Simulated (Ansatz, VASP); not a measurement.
# One calculation of Ti2C, two programs

```
CELL_PARAMETERS angstrom
1.54070 0.88952 4.81377
-1.54070 0.88952 4.81377
0.00000 -1.77905 4.81377
ATOMIC_POSITIONS crystal
Ti 0.24550 0.24550 0.24550
Ti 0.75450 0.75450 0.75450
C 0.50000 0.50000 0.50000
```

Alike in both runs: task single point; functional r2SCAN; k mesh 9 × 9 × 9; occupations gaussian, width 0.05 eV; no spin polarisation.

|  | VASP | Ansatz |
| --- | --- | --- |
| version | VASP 6.6.1 | Ansatz 0.2.0 |
| potentials or method | VASP PAW PBE potentials, release 64 (Ti_sv, C), cutoff 520 eV | scalar-relativistic, plane waves, PAW |
| valence electrons in the cell | 28 | 28 |

```csv
,VASP,Ansatz,Ansatz less VASP
gap on the k mesh at the Fermi level (eV),none,none,-
pressure (GPa),0.2,-0.5,-0.72
"traceless stress, the component that is largest in VASP (GPa)",0.15,0.18,+0.033
rms of the force components (eV/Å),0.003,0.037,+0.0334
```

VASP's potentials were made for PBE, not for r2SCAN. Atom by atom the forces differ by 0.040 eV/Å (rms over components). A gap of «none» marks a metal or a gap that the smearing closes.
